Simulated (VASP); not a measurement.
# KIr12: single point with PBEsol

The system is KIr12, a slab with vacuum.

```
Ir K
1.0
     5.43058    0.00000    0.00000
     2.71529    4.70302    0.00000
     0.00000    0.00000   15.43405
Ir K
12 1
Direct
  0.16667 0.16667 0.06479
  0.66667 0.16667 0.06479
  0.16667 0.66667 0.06479
  0.66667 0.66667 0.06479
  0.83364 0.33345 0.20559
  0.33442 0.33255 0.20353
  0.83294 0.83431 0.20464
  0.33380 0.83403 0.20513
  0.00104 0.99897 0.34541
  0.50057 0.00053 0.34559
  0.00394 0.50146 0.34344
  0.49742 0.50082 0.34439
  0.81441 0.43395 0.52731
```

| Quantity | Value |
| --- | --- |
| Program | VASP 6.6.1 |
| Task | single point |
| Functional | PBEsol |
| Potentials or basis | VASP PAW PBE potentials, release 64 (Ir, K_sv) |
| Cutoff | 520 eV |
| k mesh | 4 × 4 × 1 |
| Occupations | gaussian, width 0.1 eV |
| Spin | no spin polarisation |
| Dipole correction | no |
| Further INCAR settings | ALGO = Normal; EDIFF = 1e-07; NBANDS = 70 |

* Largest force: 0.127 eV/Å
* Band gap on the k mesh: zero (an odd number of electrons rules out a gap without spin polarisation)

Forces in eV/Å, atoms in the order of the input:
```
Ir  -0.074 -0.011 -0.055
Ir   0.085  0.007 -0.094
Ir   0.028  0.068 -0.097
Ir  -0.008 -0.044  0.015
Ir  -0.001 -0.001 -0.005
Ir   0.000  0.000  0.006
Ir   0.000  0.001 -0.001
Ir  -0.001  0.000 -0.004
Ir   0.000  0.002  0.058
Ir  -0.001  0.000  0.058
Ir  -0.003 -0.001  0.059
Ir   0.001  0.000  0.056
K   -0.027 -0.022  0.003
```

Levels at points of the mesh, in eV from the Fermi level:
```
           k point  band 57  band 58  band 59  band 60  band 61  band 62
(0.00, 0.00, 0.00)     0.53     0.69     0.69     0.72     0.76     0.77
(0.50, 0.00, 0.00)    -0.75    -0.69    -0.55    -0.52    -0.34    -0.33
(0.50, 0.50, 0.00)    -0.76    -0.69    -0.54    -0.53    -0.34    -0.34
(0.00, 0.50, 0.00)    -0.74    -0.70    -0.55    -0.51    -0.35    -0.33
```

It took 17 min on 1 thread of Intel(R) Xeon(R) Platinum 8259CL CPU @ 2.50GHz (Skylake/Cascade Lake) (shared host), peak memory 0.58 GiB.

Caveat: there is no dipole correction, which matters where the two faces differ; the PAW data sets were made with another functional, which shifts forces and pressure a little; spin-orbit coupling is left out, which moves the levels of the heavy elements.
